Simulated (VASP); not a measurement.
# Ca (Pm-3m) in VASP: further runs

Runs on Ca. Level: PBE. Tasks: single point.

Program: VASP 6.6.1. These are calculated values, not measurements. Logs are shortened: lines on timing, memory, paths and dates and some standing lists are left out, and cuts for length are marked.

### Step 1. The cell of the first run

Symmetry: Pm-3m, No. 221, cubic system. Conventional cell: a = 3.477 Å, b = 3.477 Å, c = 3.477 Å, α = 90.00°, β = 90.00°, γ = 90.00°. Ca (site symmetry m-3m) has 6 Ca at 3.48 Å within 4.6 Å.

This isn't the form of Ca at room conditions, which is fcc.

### Step 2. Single point, PBE (42.05 Å³/atom)

The input, INCAR:

```
SYSTEM = Ca
PREC = Accurate
ENCUT = 520
EDIFF = 1E-6
ISMEAR = -1
SIGMA = 0.1
LREAL = .FALSE.
LASPH = .TRUE.
NELM = 100
ALGO = Normal
ISIF = 2
LWAVE = .FALSE.
LCHARG = .FALSE.
GGA = PE
NBANDS = 11
```

The input, KPOINTS:

```
regular mesh
0
G
  15 15 15
  0 0 0
```

The input, POSCAR:

```
Ca
1.0
    3.4773431873      0.0000000000      0.0000000000
    0.0000000000      3.4773431873      0.0000000000
    0.0000000000      0.0000000000      3.4773431873
Ca
1
Direct
    0.0000000000      0.0000000000      0.0000000000
```

Potentials or basis: VASP PAW PBE potentials, release 64 (Ca_sv).

On the command line:

```bash
$ cat potpaw_PBE.64/Ca_sv/POTCAR > POTCAR
$ mpirun -np 1 vasp_std > vasp.out
```

OUTCAR:

```text
SYSTEM = Ca
   PREC = Accurate
   ENCUT = 520
   EDIFF = 1E-6
   ISMEAR = -1
   LREAL = .FALSE.
   LASPH = .TRUE.
   NELM = 100
   ISIF = 2
   GGA = PE

 ion  position               nearest neighbor table
   1  0.000  0.000  0.000-

  LATTYP: Found a simple cubic cell.
 ALAT       =     3.4773431873

  Lattice vectors:

 A1 = (   3.4773431873,   0.0000000000,   0.0000000000)
 A2 = (   0.0000000000,   3.4773431873,   0.0000000000)
 A3 = (   0.0000000000,   0.0000000000,   3.4773431873)

Analysis of symmetry for initial positions (statically):
=====================================================================
 Subroutine PRICEL returns:
 Original cell was already a primitive cell.

 Routine SETGRP: Setting up the symmetry group for a
 simple cubic supercell.

 Subroutine GETGRP returns: Found 48 space group operations
 (whereof 48 operations were pure point group operations)
 out of a pool of 48 trial point group operations.

The static configuration has the point symmetry O_h .

Analysis of symmetry for dynamics (positions and initial velocities):
=====================================================================
 Subroutine PRICEL returns:
 Original cell was already a primitive cell.

 Routine SETGRP: Setting up the symmetry group for a
 simple cubic supercell.

 Subroutine GETGRP returns: Found 48 space group operations
 (whereof 48 operations were pure point group operations)
 out of a pool of 48 trial point group operations.

The dynamic configuration has the point symmetry O_h .

 Subroutine INISYM returns: Found 48 space group operations
 (whereof 48 operations are pure point group operations),
 and found     1 'primitive' translations

----------------------------------------------------------------------------------------

                                     Primitive cell

  volume of cell :      42.0477

  direct lattice vectors                    reciprocal lattice vectors
     3.477343187  0.000000000  0.000000000     0.287575872  0.000000000  0.000000000
     0.000000000  3.477343187  0.000000000     0.000000000  0.287575872  0.000000000
     0.000000000  0.000000000  3.477343187     0.000000000  0.000000000  0.287575872

  length of vectors
     3.477343187  3.477343187  3.477343187     0.287575872  0.287575872  0.287575872

  position of ions in fractional coordinates (direct lattice)
     0.000000000  0.000000000  0.000000000

  ion indices of the primitive-cell ions
   primitive index   ion index
                 1           1

----------------------------------------------------------------------------------------

 KPOINTS: regular mesh

Automatic generation of k-mesh.
 Grid dimensions read from file:
 generate k-points for:   15   15   15

 Generating k-lattice:

  Cartesian coordinates                     Fractional coordinates (reciprocal lattice)
     0.019171725  0.000000000  0.000000000     0.066666667  0.000000000  0.000000000
     0.000000000  0.019171725  0.000000000     0.000000000  0.066666667  0.000000000
     0.000000000  0.000000000  0.019171725     0.000000000  0.000000000  0.066666667

  Length of vectors
     0.019171725  0.019171725  0.019171725

  Shift w.r.t. Gamma in fractional coordinates (k-lattice)
     0.000000000  0.000000000  0.000000000

 Subroutine IBZKPT returns following result:
 ===========================================

 Found    120 irreducible k-points:

 Following reciprocal coordinates:
            Coordinates               Weight
  0.000000  0.000000  0.000000      1.000000
  0.066667  0.000000  0.000000      6.000000
  0.133333  0.000000  0.000000      6.000000
  0.200000  0.000000  0.000000      6.000000
  0.266667  0.000000  0.000000      6.000000
  0.333333  0.000000  0.000000      6.000000
[... 16 lines left out ...]
  0.266667  0.200000  0.000000     24.000000
  0.333333  0.200000  0.000000     24.000000
 [... further k-points ...]
   k-points           NKPTS =    120   k-points in BZ     NKDIM =    120   number of bands    NBANDS=     11
   number of dos      NEDOS =    301   number of ions     NIONS =      1
   total plane-waves  NPLWV =  21952
   dimension x,y,z NGX =    28 NGY =   28 NGZ =   28
   dimension x,y,z NGXF=    56 NGYF=   56 NGZF=   56
   ions per type =               1
   NGX,Y,Z   is equivalent  to a cutoff of  13.39, 13.39, 13.39 a.u.
   NGXF,Y,Z  is equivalent  to a cutoff of  26.77, 26.77, 26.77 a.u.
 SYSTEM =  Ca
   PREC   = accura    normal or accurate (medium, high low for compatibility)
   ISTART =      0    job   : 0-new  1-cont  2-samecut
   ICHARG =      2    charge: 1-file 2-atom 10-const
   ISPIN  =      1    spin polarized calculation?
   LNONCOLLINEAR =      F non collinear calculations
   LSORBIT =      F    spin-orbit coupling
   LASPH  =      T    aspherical Exc in radial PAW
   ENCUT  =  520.0 eV  38.22 Ry    6.18 a.u.   6.47  6.47  6.47*2*pi/ulx,y,z
   NELM   =    100;   NELMIN=  2; NELMDL= -5     # of ELM steps
   EDIFF  = 0.1E-05   stopping-criterion for ELM
   LREAL  =      F    real-space projection
   EDIFFG = 0.1E-04   stopping-criterion for IOM
   NSW    =      0    number of steps for IOM
   IBRION =     -1    ionic relax: 0-MD 1-quasi-New 2-CG
   NFREE  =      0    steps in history (QN), initial steepest desc. (CG)
   ISIF   =      2    stress and relaxation
   ISYM   =      2    0-nonsym 1-usesym 2-fastsym
   POTIM  = 0.5000    time-step for ionic-motion
   TEBEG  =    0.0;   TEEND  =   0.0 temperature during run
   PSTRESS=    0.0 pullay stress
   NELECT =      10.0000    total number of electrons
   NUPDOWN=      -1.0000    fix difference up-down
   EMIN   =  10.00;   EMAX   =-10.00  energy-range for DOS
   EFERMI =   0.00;   METHOD = LEGACY
   ISMEAR =    -1;   SIGMA  =   0.10  broadening in eV -4-tet -1-fermi 0-gaus
   EFERMI_NEDOS =   21; number of points for ismear=-14 and -15
   IALGO  =     38    algorithm
   IMIX   =      4    mixing-type and parameters
     AMIX     =   0.40;   BMIX     =  1.00
     AMIX_MAG =   1.60;   BMIX_MAG =  1.00
  volume/ion in A,a.u.               =      42.05       283.75
  Fermi-wavevector in a.u.,A,eV,Ry     =   1.014286  1.916723 13.997360  1.028777
  Thomas-Fermi vector in A             =   2.147505
   LORBIT       =      0    0 simple, 1 ext, 2 COOP (PROOUT), +10 PAW based schemes
   GGA     = PE    functional components
   LHFCALC =     F    Hartree Fock is set to
   AEXX    =    0.0000 exact exchange contribution
   IVDW    =     0    specifies the selected vdW correction
   LEPSILON=     F    determine dielectric tensor
   LRPA    =     F    only Hartree local field effects (RPA)
 non-spin polarized calculation
  energy-cutoff  :      520.00
  volume of cell :       42.05
 maximum number of plane-waves:      1149
 NGX is ok and might be reduce to    28
   NGX = 13   NGY = 13   NGZ = 13

 number of electron      10.0000000 magnetization

 Free energy of the ion-electron system (eV)
  ---------------------------------------------------
  ext. energy  EPLUGINS =         0.00000000
  ---------------------------------------------------
  free energy    TOTEN  =        -1.55058397 eV

  energy without entropy =       -1.51862862  energy(sigma->0) =       -1.53460629

 E-fermi :   1.8871     XC(G=0):  -7.7228

 val. band max:        1.8817035596   @ k =   0.4667   0.2667   0.0000
 cond. band min:       1.9363227272   @ k =   0.4667   0.4000   0.2667
 fundamental gap:      0.0546191675
 Fermi energy:         1.8870728496

 k-point     1 :       0.0000    0.0000    0.0000
  band No.  band energies     occupation
      1     -40.2748      2.00000
      2     -21.1576      2.00000
      3     -21.1576      2.00000
      4     -21.1576      2.00000
      5      -1.9995      2.00000
      6       2.7123      0.00052
      7       2.7123      0.00052
      8       6.0594      0.00000
      9       6.0594      0.00000
     10       6.0594      0.00000
     11      10.6561      0.00000

 k-point     2 :       0.0667    0.0000    0.0000
  band No.  band energies     occupation
      1     -40.2739      2.00000
      2     -21.1678      2.00000
      3     -21.1567      2.00000
      4     -21.1567      2.00000
      5      -1.9350      2.00000
      6       2.7321      0.00043
      7       2.7342      0.00042
      8       5.9847      0.00000
      9       5.9847      0.00000
     10       6.0643      0.00000
     11      10.1997      0.00000

 k-point     3 :       0.1333    0.0000    0.0000
  band No.  band energies     occupation
      1     -40.2714      2.00000
      2     -21.1966      2.00000
      3     -21.1543      2.00000
      4     -21.1543      2.00000
      5      -1.7444      2.00000
      6       2.7838      0.00025
      7       2.7893      0.00024
      8       5.7891      0.00000
      9       5.7891      0.00000
     10       6.0781      0.00000
     11       9.3075      0.00000

 k-point     4 :       0.2000    0.0000    0.0000
  band No.  band energies     occupation
      1     -40.2677      2.00000
      2     -21.2386      2.00000
      3     -21.1507      2.00000
      4     -21.1507      2.00000
      5      -1.4360      2.00000
      6       2.8108      0.00019
      7       2.8763      0.00010
      8       5.5333      0.00000
      9       5.5333      0.00000
     10       6.0986      0.00000
     11       8.4371      0.00000
[... 239 lines left out ...]
 k-point    22 :       0.2000    0.2000    0.0000
  band No.  band energies     occupation
      1     -40.2607      2.00000
      2     -21.2333      2.00000
      3     -21.2277      2.00000
      4     -21.1440      2.00000
      5      -0.8948      2.00000
      6       2.9447      0.00005
      7       3.1073      0.00001
      8       4.8636      0.00000
      9       5.5150      0.00000
     10       5.7063      0.00000
     11       8.9742      0.00000

 k-point    23 :       0.2667    0.2000    0.0000
  band No.  band energies     occupation
      1     -40.2565      2.00000
      2     -21.2778      2.00000
      3     -21.2255      2.00000
      4     -21.1399      2.00000
      5      -0.5010      2.00000
      6       2.9007      0.00008
      7       3.2310      0.00000
      8       4.6309      0.00000
      9       5.3355      0.00000
     10       5.6829      0.00000
     11       8.3090      0.00000

 k-point    24 :       0.3333    0.2000    0.0000
  band No.  band energies     occupation
      1     -40.2524      2.00000
      2     -21.3224      2.00000
      3     -21.2209      2.00000
      4     -21.1361      2.00000
      5      -0.0259      2.00000
      6       2.6540      0.00093
      7       3.3487      0.00000
      8       4.5470      0.00000
      9       5.1366      0.00000
     10       5.7089      0.00000
     11       7.7384      0.00000

 [... further k-points ...]
[... 5 lines left out ...]
  --------------------------------------------------------------------------------------
  -------------------------------------------------------------------------------------
  Total        0.1220956      0.1220956      0.1220956     -0.0000000     -0.0000000     -0.0000000
  in kB        4.6523041      4.6523041      4.6523041     -0.0000000     -0.0000000     -0.0000000
  external PRESSURE =       4.6523041 kB  Pullay stress =       0.0000000 kB

 VOLUME and BASIS-vectors are now :
 -----------------------------------------------------------------------------
  energy-cutoff  :      520.00
  volume of cell :       42.05
      direct lattice vectors                 reciprocal lattice vectors
     3.477343187  0.000000000  0.000000000     0.287575872  0.000000000  0.000000000
     0.000000000  3.477343187  0.000000000     0.000000000  0.287575872  0.000000000
     0.000000000  0.000000000  3.477343187     0.000000000  0.000000000  0.287575872

 POSITION                                       TOTAL-FORCE (eV/Angst)
 -----------------------------------------------------------------------------------
      0.00000      0.00000      0.00000         0.000000      0.000000      0.000000
 -----------------------------------------------------------------------------------
    total drift:                               -0.000000     -0.000000     -0.000000

  FREE ENERGIE OF THE ION-ELECTRON SYSTEM (eV)
  ---------------------------------------------------
  free  energy   TOTEN  =        -1.5505839656 eV

  energy  without entropy=       -1.5186286199  energy(sigma->0) =       -1.53460629
```

It took 14 s on 1 thread of Intel Xeon 6975P-C (Granite Rapids), shared host; peak memory 0.19 GiB.

What came out:

```
Free energy            : -1.5506 eV
Pressure               : 0.5 GPa
Band gap on the k mesh : zero (bands 5 and 6 overlap by 1.00 eV)
```

### Step 3. Single point, PBE

This run uses another cell than the first one, of 43.80 Å³/atom.

The input, INCAR:

```
  PREC = Accurate
  ENCUT = 520
  EDIFF = 1E-7
  ISMEAR = -1
  SIGMA = 0.1
  LREAL = False
  LASPH = True
  NELM = 80
  ALGO = Normal
  ISIF = 2
  LWAVE = False
  LCHARG = False
  GGA = PE
  NBANDS = 11
```

The input, KPOINTS:

```
Automatic mesh
0
Gamma
  15 15 15
```

The input, POSCAR:

```
Ca
1.0
    3.5249839455      0.0000000000      0.0000000000
    0.0000000000      3.5249839455      0.0000000000
    0.0000000000      0.0000000000      3.5249839455
Ca
1
Direct
    0.0000000000      0.0000000000      0.0000000000
```

Potentials or basis: VASP PAW PBE potentials, release 64 (Ca_sv).

On the command line:

```bash
$ cat potpaw_PBE.64/Ca_sv/POTCAR > POTCAR
$ mpirun -np 1 vasp_std > vasp.out
```

Wall time 18 s (1 thread of Intel Xeon 6975P-C (Granite Rapids), shared host); peak memory 0.18 GiB.

Results (log left out):

- Free energy: -1.5535 eV
- Pressure: 0.0 GPa
- Band gap on the k mesh: zero (bands 5 and 6 overlap by 1.04 eV)

Levels at points of the mesh, in eV from the Fermi level:
```csv
k point,band 2,band 3,band 4,band 5,band 6,band 7,band 8,band 9
"(0.00, 0.00, 0.00)",-23.13,-23.13,-23.13,-3.83,0.83,0.83,4.03,4.03
```

### Step 4. Single point, PBE (45.55 Å³/atom)

This run uses another cell than the first one, of 45.55 Å³/atom.

The input, INCAR:

```
PREC = Accurate
ENCUT = 520
EDIFF = 1E-7
ISMEAR = -1
SIGMA = 0.1
LREAL = F
LASPH = T
NELM = 100
ALGO = Normal
ISIF = 2
LWAVE = F
LCHARG = F
GGA = PE
NBANDS = 11
```

The input, KPOINTS:

```
regular mesh
0
Gamma
  15 15 15
```

The input, POSCAR:

```
Ca
1.0
    3.5713706327      0.0000000000      0.0000000000
    0.0000000000      3.5713706327      0.0000000000
    0.0000000000      0.0000000000      3.5713706327
Ca
1
Direct
    0.0000000000      0.0000000000      0.0000000000
```

On the command line:

```bash
$ cat potpaw_PBE.64/Ca_sv/POTCAR > POTCAR
$ mpirun -np 1 vasp_std > vasp.out
```

It took 18 s on 1 thread of Intel Xeon 6975P-C (Granite Rapids), shared host; peak memory 0.19 GiB.

The run converged. Its results:

| Item | Value |
| --- | --- |
| Free energy | -1.5517 eV |
| Pressure | -0.4 GPa |
| Band gap on the k mesh | zero (bands 5 and 6 overlap by 1.07 eV) |

Levels at points of the mesh, in eV from the Fermi level:
```
           k point  band 2  band 3  band 4  band 5  band 6  band 7  band 8  band 9
(0.00, 0.00, 0.00)  -23.22  -23.22  -23.22   -3.78    0.82    0.82    3.90    3.90
```

(Part 1 of 2 ends here.)
